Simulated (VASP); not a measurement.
Ge:

```
Ge
1.0
     4.06506    0.00000    0.00000
    -2.03253    3.52045    0.00000
     0.00000    0.00000   13.34250
Ge
8
Direct
  0.00000 0.00000 0.00060
  0.33333 0.66667 0.24961
  0.00000 0.00000 0.50060
  0.66667 0.33333 0.74961
  0.00000 0.00000 0.18690
  0.33333 0.66667 0.43789
  0.00000 0.00000 0.68690
  0.66667 0.33333 0.93789
```

```yaml
Program: VASP 6.6.1
Task: relaxation of cell and atoms
Functional: LDA
Potentials_or_basis: VASP PAW LDA potentials, release 64 (Ge_d)
Cutoff: 600 eV
k_mesh: 6 × 6 × 2
Occupations: fermi-dirac, width 0.02 eV
Spin: no spin polarisation
```

At the start: pressure -4.2 GPa; volume 23.87 Å³/atom.

Task: How do energy, volume and symmetry change on relaxing?

Result: Over 25 steps the energy falls by 22.9 meV/atom and the volume is 22.23 Å³/atom (-6.9 %); space group P6_3/mmc (No. 194, to 0.05 Å).

The path:
```
step  energy change (eV)  largest force (eV/Å)  pressure (GPa)  volume (Å³)
   1              0.0000                0.0399           -4.21       190.94
   2             -0.1667                0.0306            1.71       174.12
   3             -0.1829                0.0227            0.16       177.92
   4             -0.1825                0.0221           -0.24       178.34
   5             -0.1826                0.0032           -0.20       178.30
   6             -0.1827                0.0106           -0.20       178.27
   7             -0.1828                0.0027           -0.17       178.19
   8             -0.1830                0.0049           -0.16       177.95
   9             -0.1829                0.0148            0.10       177.49
  10             -0.1830                0.0087            0.08       177.68
  11             -0.1830                0.0062            0.10       177.82
  12             -0.1830                0.0044           -0.04       177.89
  13             -0.1830                0.0065            0.05       177.87
  14             -0.1830                0.0054           -0.09       177.88
  15             -0.1830                0.0021            0.04       177.84
  16             -0.1830                0.0073           -0.03       177.85
  17             -0.1830                0.0038           -0.08       177.85
  18             -0.1830                0.0022           -0.08       177.84
  19             -0.1830                0.0024            0.10       177.82
  20             -0.1830                0.0041           -0.03       177.83
  21             -0.1830                0.0040           -0.07       177.83
  22             -0.1830                0.0040           -0.08       177.82
  23             -0.1830                0.0038           -0.03       177.82
  24             -0.1830                0.0042           -0.05       177.82
  25             -0.1830                0.0028            0.02       177.81
```

Final structure:
```xyz
8
Lattice="3.9748 0.0000 0.0000 -1.9874 3.4423 0.0000 0.0000 0.0000 12.9957" Properties=species:S:1:pos:R:3 pbc="T T T"
Ge    0.0000    0.0000    0.0049
Ge    0.0000    2.2949    3.2423
Ge    0.0000    0.0000    6.5028
Ge    1.9874    1.1474    9.7402
Ge    0.0000    0.0000    2.4318
Ge    0.0000    2.2949    5.6922
Ge    3.9748    0.0000    8.9296
Ge    1.9874    1.1474   12.1901
```
